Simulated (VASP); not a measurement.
# Y (Pm-3m) in VASP: further runs

The runs below take Y through single point, with RPBE, PBEsol.

Everything below comes from runs of VASP 6.6.1. Logs are shortened: lines on timing, memory, paths and dates and some standing lists are left out, and cuts for length are marked.

### Step 1. The cell of the first run

It takes space group Pm-3m (No. 221, cubic). Conventional cell: a = 2.912 Å, b = 2.912 Å, c = 2.912 Å, α = 90.00°, β = 90.00°, γ = 90.00°. Y (site symmetry m-3m) has 6 Y at 2.91 Å within 3.8 Å.

### Step 2. Single point, RPBE

File INCAR:

```
PREC     = Accurate       # precision mode
ENCUT    = 520            # plane-wave cutoff, eV
EDIFF    = 1E-6           # SCF threshold, eV
ISMEAR   = 1              # smearing method
SIGMA    = 0.005          # smearing width, eV
LREAL    = F              # projectors in reciprocal space
LASPH    = T              # aspherical terms in the spheres
NELM     = 100            # most SCF steps
ALGO     = Normal         # electronic algorithm
ISIF     = 2              # what is computed and relaxed
LWAVE    = F              # write WAVECAR
LCHARG   = F              # write CHGCAR
GGA      = RP             # functional
NBANDS   = 12             # bands
```

File KPOINTS:

```
regular mesh
0
Gamma
  12 12 12
```

File POSCAR:

```
Y
1.0
    2.9121019415      0.0000000000      0.0000000000
    0.0000000000      2.9121019415      0.0000000000
    0.0000000000      0.0000000000      2.9121019415
Y
1
Direct
    0.0000000000      0.0000000000      0.0000000000
```

Potentials or basis: VASP PAW PBE potentials, release 64 (Y_sv).

Run with:

```bash
$ cat potpaw_PBE.64/Y_sv/POTCAR > POTCAR
$ mpirun -np 1 vasp_std > vasp.out
```

OUTCAR:

```text
PREC = Accurate
   ENCUT = 520
   EDIFF = 1E-6
   ISMEAR = 1
   LREAL = F
   LASPH = T
   NELM = 100
   ISIF = 2
   GGA = RP

 ion  position               nearest neighbor table
   1  0.000  0.000  0.000-

  LATTYP: Found a simple cubic cell.
 ALAT       =     2.9121019415

  Lattice vectors:

 A1 = (   2.9121019415,   0.0000000000,   0.0000000000)
 A2 = (   0.0000000000,   2.9121019415,   0.0000000000)
 A3 = (   0.0000000000,   0.0000000000,   2.9121019415)

Analysis of symmetry for initial positions (statically):
=====================================================================
 Subroutine PRICEL returns:
 Original cell was already a primitive cell.

 Routine SETGRP: Setting up the symmetry group for a
 simple cubic supercell.

 Subroutine GETGRP returns: Found 48 space group operations
 (whereof 48 operations were pure point group operations)
 out of a pool of 48 trial point group operations.

The static configuration has the point symmetry O_h .

Analysis of symmetry for dynamics (positions and initial velocities):
=====================================================================
 Subroutine PRICEL returns:
 Original cell was already a primitive cell.

 Routine SETGRP: Setting up the symmetry group for a
 simple cubic supercell.

 Subroutine GETGRP returns: Found 48 space group operations
 (whereof 48 operations were pure point group operations)
 out of a pool of 48 trial point group operations.

The dynamic configuration has the point symmetry O_h .

 Subroutine INISYM returns: Found 48 space group operations
 (whereof 48 operations are pure point group operations),
 and found     1 'primitive' translations

----------------------------------------------------------------------------------------

                                     Primitive cell

  volume of cell :      24.6956

  direct lattice vectors                    reciprocal lattice vectors
     2.912101942  0.000000000  0.000000000     0.343394572  0.000000000  0.000000000
     0.000000000  2.912101942  0.000000000     0.000000000  0.343394572  0.000000000
     0.000000000  0.000000000  2.912101942     0.000000000  0.000000000  0.343394572

  length of vectors
     2.912101942  2.912101942  2.912101942     0.343394572  0.343394572  0.343394572

  position of ions in fractional coordinates (direct lattice)
     0.000000000  0.000000000  0.000000000

  ion indices of the primitive-cell ions
   primitive index   ion index
                 1           1

----------------------------------------------------------------------------------------

 KPOINTS: regular mesh

Automatic generation of k-mesh.
 Grid dimensions read from file:
 generate k-points for:   12   12   12

 Generating k-lattice:

  Cartesian coordinates                     Fractional coordinates (reciprocal lattice)
     0.028616214  0.000000000  0.000000000     0.083333333  0.000000000  0.000000000
     0.000000000  0.028616214  0.000000000     0.000000000  0.083333333  0.000000000
     0.000000000  0.000000000  0.028616214     0.000000000  0.000000000  0.083333333

  Length of vectors
     0.028616214  0.028616214  0.028616214

  Shift w.r.t. Gamma in fractional coordinates (k-lattice)
     0.000000000  0.000000000  0.000000000

 Subroutine IBZKPT returns following result:
 ===========================================

 Found     84 irreducible k-points:

 Following reciprocal coordinates:
            Coordinates               Weight
  0.000000  0.000000  0.000000      1.000000
  0.083333  0.000000  0.000000      6.000000
  0.166667  0.000000  0.000000      6.000000
  0.250000  0.000000  0.000000      6.000000
  0.333333  0.000000  0.000000      6.000000
  0.416667  0.000000  0.000000      6.000000
[... 16 lines left out ...]
  0.333333  0.333333  0.000000     12.000000
  0.416667  0.333333  0.000000     24.000000
 [... further k-points ...]
   k-points           NKPTS =     84   k-points in BZ     NKDIM =     84   number of bands    NBANDS=     12
   number of dos      NEDOS =    301   number of ions     NIONS =      1
   total plane-waves  NPLWV =  13824
   dimension x,y,z NGX =    24 NGY =   24 NGZ =   24
   dimension x,y,z NGXF=    48 NGYF=   48 NGZF=   48
   ions per type =               1
   NGX,Y,Z   is equivalent  to a cutoff of  13.70, 13.70, 13.70 a.u.
   NGXF,Y,Z  is equivalent  to a cutoff of  27.40, 27.40, 27.40 a.u.
 SYSTEM =  unknown system
   PREC   = accura    normal or accurate (medium, high low for compatibility)
   ISTART =      0    job   : 0-new  1-cont  2-samecut
   ICHARG =      2    charge: 1-file 2-atom 10-const
   ISPIN  =      1    spin polarized calculation?
   LNONCOLLINEAR =      F non collinear calculations
   LSORBIT =      F    spin-orbit coupling
   LASPH  =      T    aspherical Exc in radial PAW
   ENCUT  =  520.0 eV  38.22 Ry    6.18 a.u.   5.41  5.41  5.41*2*pi/ulx,y,z
   NELM   =    100;   NELMIN=  2; NELMDL= -5     # of ELM steps
   EDIFF  = 0.1E-05   stopping-criterion for ELM
   LREAL  =      F    real-space projection
   EDIFFG = 0.1E-04   stopping-criterion for IOM
   NSW    =      0    number of steps for IOM
   IBRION =     -1    ionic relax: 0-MD 1-quasi-New 2-CG
   NFREE  =      0    steps in history (QN), initial steepest desc. (CG)
   ISIF   =      2    stress and relaxation
   ISYM   =      2    0-nonsym 1-usesym 2-fastsym
   POTIM  = 0.5000    time-step for ionic-motion
   TEBEG  =    0.0;   TEEND  =   0.0 temperature during run
   PSTRESS=    0.0 pullay stress
   NELECT =      11.0000    total number of electrons
   NUPDOWN=      -1.0000    fix difference up-down
   EMIN   =  10.00;   EMAX   =-10.00  energy-range for DOS
   EFERMI =   0.00;   METHOD = LEGACY
   ISMEAR =     1;   SIGMA  =   0.01  broadening in eV -4-tet -1-fermi 0-gaus
   EFERMI_NEDOS =   21; number of points for ismear=-14 and -15
   IALGO  =     38    algorithm
   IMIX   =      4    mixing-type and parameters
     AMIX     =   0.40;   BMIX     =  1.00
     AMIX_MAG =   1.60;   BMIX_MAG =  1.00
  volume/ion in A,a.u.               =      24.70       166.65
  Fermi-wavevector in a.u.,A,eV,Ry     =   1.250257  2.362642 21.267832  1.563142
  Thomas-Fermi vector in A             =   2.384259
   LORBIT       =      0    0 simple, 1 ext, 2 COOP (PROOUT), +10 PAW based schemes
   GGA     = RP    functional components
   LHFCALC =     F    Hartree Fock is set to
   AEXX    =    0.0000 exact exchange contribution
   IVDW    =     0    specifies the selected vdW correction
   LEPSILON=     F    determine dielectric tensor
   LRPA    =     F    only Hartree local field effects (RPA)
 non-spin polarized calculation
 Methfessel and Paxton  Order N= 1 SIGMA  =   0.01
  energy-cutoff  :      520.00
  volume of cell :       24.70
 maximum number of plane-waves:       691
 NGX is ok and might be reduce to    24
   NGX = 11   NGY = 11   NGZ = 11

 number of electron      11.0000000 magnetization

 Free energy of the ion-electron system (eV)
  ---------------------------------------------------
  ext. energy  EPLUGINS =         0.00000000
  ---------------------------------------------------
  free energy    TOTEN  =        -4.82155373 eV

  energy without entropy =       -4.82153253  energy(sigma->0) =       -4.82154666

 E-fermi :   4.6913     XC(G=0): -10.4617

 val. band max:        4.6889597962   @ k =   0.4167   0.1667   0.0833
 cond. band min:       4.7089352320   @ k =   0.2500   0.1667   0.0833
 fundamental gap:      0.0199754357
 Fermi energy:         4.6912526932

 k-point     1 :       0.0000    0.0000    0.0000
  band No.  band energies     occupation
      1     -37.9698      2.00000
      2     -17.0841      2.00000
      3     -17.0841      2.00000
      4     -17.0841      2.00000
      5      -0.1287      2.00000
      6       3.5049      2.00000
      7       3.5049      2.00000
      8      11.9452      0.00000
      9      11.9452      0.00000
     10      11.9452      0.00000
     11      17.5645      0.00000
     12      17.5645      0.00000

 k-point     2 :       0.0833    0.0000    0.0000
  band No.  band energies     occupation
      1     -37.9543      2.00000
      2     -17.2217      2.00000
      3     -17.0725      2.00000
      4     -17.0725      2.00000
      5       0.0662      2.00000
      6       3.5636      2.00000
      7       3.7265      2.00000
      8      11.5080      0.00000
      9      11.5080      0.00000
     10      11.9720      0.00000
     11      16.7505      0.00000
     12      18.0563      0.00000

 k-point     3 :       0.1667    0.0000    0.0000
  band No.  band energies     occupation
      1     -37.9117      2.00000
      2     -17.5832      2.00000
      3     -17.0407      2.00000
      4     -17.0407      2.00000
      5       0.5830      2.00000
      6       3.7303      2.00000
      7       4.3470      2.00000
      8      10.5687      0.00000
      9      10.5687      0.00000
     10      12.0462      0.00000
     11      15.2949      0.00000
     12      19.1328      0.00000
[... 286 lines left out ...]
 k-point    23 :       0.3333    0.3333    0.0000
  band No.  band energies     occupation
      1     -37.6220      2.00000
      2     -18.3035      2.00000
      3     -18.2533      2.00000
      4     -16.8281      2.00000
      5       2.6656      2.00000
      6       4.4645      2.00000
      7       8.1212      0.00000
      8       8.4617      0.00000
      9       9.2386      0.00000
     10       9.5763      0.00000
     11      14.6574      0.00000
     12      17.0712      0.00000

 k-point    24 :       0.4167    0.3333    0.0000
  band No.  band energies     occupation
      1     -37.5791      2.00000
      2     -18.5692      2.00000
      3     -18.2262      2.00000
      4     -16.7971      2.00000
      5       2.3894      2.00000
      6       4.6668      2.00000
      7       8.3900      0.00000
      8       8.9047      0.00000
      9       9.3814      0.00000
     10       9.5831      0.00000
     11      14.5246      0.00000
     12      17.8122      0.00000

 [... further k-points ...]

------------------------ aborting loop because EDIFF is reached ----------------------------------------

  FORCE on cell =-STRESS in cart. coord.  units (eV):
  Direction    XX          YY          ZZ          XY          YZ          ZX
  --------------------------------------------------------------------------------------
  -------------------------------------------------------------------------------------
  Total        2.7888838      2.7888838      2.7888838     -0.0000000     -0.0000000      0.0000000
  in kB      180.9344547    180.9344547    180.9344547     -0.0000000     -0.0000000      0.0000000
  external PRESSURE =     180.9344547 kB  Pullay stress =       0.0000000 kB

 VOLUME and BASIS-vectors are now :
 -----------------------------------------------------------------------------
  energy-cutoff  :      520.00
  volume of cell :       24.70
      direct lattice vectors                 reciprocal lattice vectors
     2.912101942  0.000000000  0.000000000     0.343394572  0.000000000  0.000000000
     0.000000000  2.912101942  0.000000000     0.000000000  0.343394572  0.000000000
     0.000000000  0.000000000  2.912101942     0.000000000  0.000000000  0.343394572

 POSITION                                       TOTAL-FORCE (eV/Angst)
 -----------------------------------------------------------------------------------
      0.00000      0.00000      0.00000         0.000000      0.000000      0.000000
 -----------------------------------------------------------------------------------
    total drift:                                0.000000      0.000000      0.000000

  FREE ENERGIE OF THE ION-ELECTRON SYSTEM (eV)
  ---------------------------------------------------
  free  energy   TOTEN  =        -4.8215537298 eV

  energy  without entropy=       -4.8215325317  energy(sigma->0) =       -4.82154666
```

It took 10 s on 1 thread of Intel Xeon 6975P-C (Granite Rapids), shared host; peak memory 0.16 GiB.

Results:

```yaml
Free_energy: -4.8216 eV
Pressure: 18.1 GPa
```

Caveat: the PAW data sets were made with another functional, which shifts forces and pressure a little.

### Step 3. Single point, PBEsol (volume scaled by 0.84)

File INCAR:

```
SYSTEM = Y
ALGO = Normal
EDIFF = 1E-6
ENCUT = 520
GGA = PS
ISIF = 2
ISMEAR = -1
LASPH = .TRUE.
LCHARG = .TRUE.
LELF = .TRUE.
LREAL = .FALSE.
LVHAR = .TRUE.
LWAVE = .FALSE.
NBANDS = 12
NELM = 60
PREC = Accurate
SIGMA = 0.08
```

File KPOINTS:

```
k-points
0
G
  12 12 12
  0 0 0
```

File POSCAR:

```
Y
1.0
    3.0108917278      0.0000000000      0.0000000000
    0.0000000000      3.0108917278      0.0000000000
    0.0000000000      0.0000000000      3.0108917278
Y
1
Direct
    0.0000000000      0.0000000000      0.0000000000
```

Potentials or basis: VASP PAW PBE potentials, release 64 (Y_sv).

Run with:

```bash
$ cat potpaw_PBE.64/Y_sv/POTCAR > POTCAR
$ mpirun -np 1 vasp_std > vasp.out
```

It took 9.4 s on 1 thread of Intel Xeon 6975P-C (Granite Rapids), shared host; peak memory 0.16 GiB.

Results (log left out):

```yaml
Free_energy: -5.9573 eV
Pressure: 6.5 GPa
```

Levels at points of the mesh, in eV from the Fermi level:
| k point | band 4 | band 5 | band 6 | band 7 | band 8 | band 9 |
| --- | --- | --- | --- | --- | --- | --- |
| (0.00, 0.00, 0.00) | -21.89 | -4.76 | -0.98 | -0.98 | 6.67 | 6.67 |
| (0.50, 0.00, 0.00) | -21.76 | -1.65 | -0.06 | 0.52 | 3.26 | 3.26 |
| (0.50, 0.50, 0.00) | -21.63 | -2.65 | 0.37 | 4.02 | 4.02 | 4.88 |
| (0.50, 0.50, 0.50) | -22.88 | -1.05 | -1.05 | -1.05 | 5.72 | 9.03 |

Caveat: the PAW data sets were made with another functional, which shifts forces and pressure a little.

### Step 4. Single point, PBEsol (volume scaled by 0.84)

File INCAR:

```
ALGO = Normal
EDIFF = 1E-7
ENCUT = 520
GGA = PS
ISIF = 2
ISMEAR = -1
LASPH = True
LCHARG = False
LREAL = False
LWAVE = False
NBANDS = 12
NELM = 100
PREC = Accurate
SIGMA = 0.08
```

File KPOINTS:

```
k-points
0
Gamma
  12 12 12
```

POSCAR is that of step 3.

Potentials or basis: VASP PAW PBE potentials, release 64 (Y_sv).

Run with:

```bash
$ cat potpaw_PBE.64/Y_sv/POTCAR > POTCAR
$ mpirun -np 1 vasp_std > vasp.out
```

OUTCAR:

```text
EDIFF = 1E-7
   ENCUT = 520
   GGA = PS
   ISIF = 2
   ISMEAR = -1
   LASPH = True
   LREAL = False
   NELM = 100
   PREC = Accurate

 ion  position               nearest neighbor table
   1  0.000  0.000  0.000-

  LATTYP: Found a simple cubic cell.
 ALAT       =     3.0108917278

  Lattice vectors:

 A1 = (   3.0108917278,   0.0000000000,   0.0000000000)
 A2 = (   0.0000000000,   3.0108917278,   0.0000000000)
 A3 = (   0.0000000000,   0.0000000000,   3.0108917278)

Analysis of symmetry for initial positions (statically):
[... 537 lines left out ...]

 [... further k-points ...]

------------------------ aborting loop because EDIFF is reached ----------------------------------------

  FORCE on cell =-STRESS in cart. coord.  units (eV):
  Direction    XX          YY          ZZ          XY          YZ          ZX
  --------------------------------------------------------------------------------------
  -------------------------------------------------------------------------------------
  Total        1.1193586      1.1193586      1.1193586      0.0000000      0.0000000     -0.0000000
  in kB       65.7043946     65.7043946     65.7043946      0.0000000      0.0000000     -0.0000000
  external PRESSURE =      65.7043946 kB  Pullay stress =       0.0000000 kB

 VOLUME and BASIS-vectors are now :
 -----------------------------------------------------------------------------
  energy-cutoff  :      520.00
  volume of cell :       27.30
      direct lattice vectors                 reciprocal lattice vectors
     3.010891728  0.000000000  0.000000000     0.332127519  0.000000000  0.000000000
     0.000000000  3.010891728  0.000000000     0.000000000  0.332127519  0.000000000
     0.000000000  0.000000000  3.010891728     0.000000000  0.000000000  0.332127519

 POSITION                                       TOTAL-FORCE (eV/Angst)
 -----------------------------------------------------------------------------------
      0.00000      0.00000      0.00000         0.000000      0.000000      0.000000
 -----------------------------------------------------------------------------------
    total drift:                                0.000000      0.000000      0.000000

  FREE ENERGIE OF THE ION-ELECTRON SYSTEM (eV)
  ---------------------------------------------------
  free  energy   TOTEN  =        -5.9573360403 eV

  energy  without entropy=       -5.9167584216  energy(sigma->0) =       -5.93704723
```

OSZICAR:

```text
N       E                     dE             d eps       ncg     rms          rms(c)
DAV:   1     0.262263227563E+02    0.26226E+02   -0.57163E+03  2016   0.861E+02
DAV:   2    -0.482875968613E+01   -0.31055E+02   -0.30113E+02  2408   0.168E+02
DAV:   3    -0.610561681481E+01   -0.12769E+01   -0.12222E+01  2832   0.222E+01
DAV:   4    -0.612562485318E+01   -0.20008E-01   -0.19986E-01  2332   0.281E+00
DAV:   5    -0.612597958102E+01   -0.35473E-03   -0.35469E-03  2624   0.282E-01    0.219E+01
DAV:   6    -0.597061872425E+01    0.15536E+00   -0.20164E-01  2260   0.285E+00    0.128E+01
DAV:   7    -0.595890853919E+01    0.11710E-01   -0.22569E-01  2520   0.295E+00    0.121E+00
DAV:   8    -0.595753407485E+01    0.13745E-02   -0.29880E-02  2232   0.134E+00    0.229E-01
DAV:   9    -0.595734430584E+01    0.18977E-03   -0.87460E-04  2260   0.263E-01    0.729E-02
DAV:  10    -0.595733693735E+01    0.73685E-05   -0.30108E-05  2860   0.489E-02    0.107E-02
DAV:  11    -0.595733661359E+01    0.32376E-06   -0.54587E-06  2324   0.156E-02    0.107E-02
DAV:  12    -0.595733600002E+01    0.61357E-06   -0.10024E-06  2156   0.814E-03    0.553E-04
DAV:  13    -0.595733604031E+01   -0.40289E-07   -0.19489E-08  1388   0.134E-03
   1 F= -.59573360E+01 E0= -.59370472E+01  d E =-.405776E-01
```

stdout:

```text
POSCAR found type information on POSCAR Y
 POSCAR found :  1 types and       1 ions
 scaLAPACK will be used
 -----------------------------------------------------------------------------
|                                                                             |
|                                                                             |
|     You enforced a specific xc type in the INCAR file but a different       |
|     I HOPE YOU KNOW WHAT YOU ARE DOING!                                     |
|                                                                             |
 -----------------------------------------------------------------------------

 LDA part: xc-table for (Slater+PW92), standard interpolation
 POSCAR, INCAR and KPOINTS ok, starting setup
 FFT: planning ... GRIDC
 FFT: planning ... GRID_SOFT
 FFT: planning ... GRID
 WAVECAR not read
 entering main loop
```

Wall time 9.5 s (1 thread of Intel Xeon 6975P-C (Granite Rapids), shared host); peak memory 0.16 GiB.

Results:

```
Free energy : -5.9573 eV
Pressure    : 6.6 GPa
```

Caveat: the PAW data sets were made with another functional, which shifts forces and pressure a little.
